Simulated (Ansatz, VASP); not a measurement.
# One calculation of Ga, two programs

INCAR

```
PREC = Accurate ; ENCUT = 520
EDIFF = 1E-8 ; ISMEAR = -1
SIGMA = 0.03 ; LREAL = False
LASPH = True ; NELM = 80
ALGO = Normal ; ISIF = 2
LWAVE = False ; LCHARG = False
GGA = PS ; LEFG = True
NBANDS = 20
```

The input KPOINTS:

```
regular mesh
0
Gamma
  14 14 11
```

Contents of POSCAR:

```
Ga
1.0
    1.3944302704     -4.0597783686      0.0000000000
    1.3944302704      4.0597783686      0.0000000000
   -0.1184207052      0.0000000000      3.3574513307
Ga
2
Direct
    0.8690000000      0.1310000000      0.2500000000
    0.1310000000      0.8690000000      0.7500000000
```

Input for Ansatz:

```yaml
crystal:
  lattice:
    - [1.3944302704, -4.0597783686, 0.0]
    - [1.3944302704, 4.0597783686, 0.0]
    - [-0.1184207052, 0.0, 3.3574513307]
  atoms:
    - { symbol: Ga, position: [0.869, 0.131, 0.25] }
    - { symbol: Ga, position: [0.131, 0.869, 0.75] }
kpoints:
  mp_grid: { grid: [14, 14, 11] }
scf:
  occupations: { method: fermi_dirac, width: 0.03 }
hamiltonian:
  xc: pbesol
  pseudopotentials: { kind: paw }
output:
  forces: true
  stress: true
  eigenvalues: true
  efg: { contact_densities: true }
```

Change from the starting cell: volume scaled by 1.025, PAW files.

Alike in both runs: task electric field gradients; functional PBEsol; k mesh 14 × 14 × 11; occupations fermi-dirac, width 0.03 eV; no spin polarisation.

|  | VASP | Ansatz |
| --- | --- | --- |
| version | VASP 6.6.1 | Ansatz 0.2.0 |
| potentials or method | VASP PAW PBE potentials, release 64 (Ga_d) | PAW with Ansatz's default frozen-core files, scalar-relativistic |
| plane-wave cutoff (eV) | 520 | 420 |
| valence electrons in the cell | 26 | 26 |

VASP gave:

* pressure (GPa): -3.0
* traceless stress, the component that is largest in VASP (GPa): -0.07
* rms of the force components (eV/Å): 0.099
* size of Vzz on the site where it differs most (V/Å²): 23.8

Task: What did Ansatz give for the same quantities?

Result: Pressure (GPa): -3.1; traceless stress, the component that is largest in VASP (GPa): -0.07; rms of the force components (eV/Å): 0.099; size of Vzz on the site where it differs most (V/Å²): 25.2.

VASP's potentials were made for PBE, not for PBEsol. Atom by atom the forces differ by 0.000 eV/Å (rms over components). The functional is the same, so the differences come from potentials, cutoffs and numerics.
